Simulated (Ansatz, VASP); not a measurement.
# Mg: VASP beside Ansatz

```
CELL_PARAMETERS angstrom
3.23053 0.00000 0.00000
-1.61526 2.79772 0.00000
0.00000 0.00000 5.24484
ATOMIC_POSITIONS crystal
Mg 0.33333 0.66667 0.25000
Mg 0.66667 0.33333 0.75000
```

Change from the starting cell: volume scaled by 1.02, PAW files.

Alike in both runs: task electric field gradients; functional PBE; k mesh 12 × 12 × 7; occupations fermi-dirac, width 0.05 eV; no spin polarisation.

|  | VASP | Ansatz |
| --- | --- | --- |
| version | VASP 6.6.1 | Ansatz 0.2.0 |
| potentials or method | VASP PAW PBE potentials, release 64 (Mg) | PAW with Ansatz's default frozen-core files, scalar-relativistic |
| plane-wave cutoff (eV) | 520 | 420 |
| valence electrons in the cell | 4 | 20 |

```csv
,VASP,Ansatz,Ansatz less VASP
pressure (GPa),-1.2,-1.1,+0.13
"traceless stress, the component that is largest in VASP (GPa)",-0.56,-0.56,+0.001
size of Vzz on the site where it differs most (V/Å²),1.1,1.3,+0.11
```

VASP's potentials hold 4 valence electrons a cell and Ansatz's 20, so a difference there can come from the potentials and not from the codes.
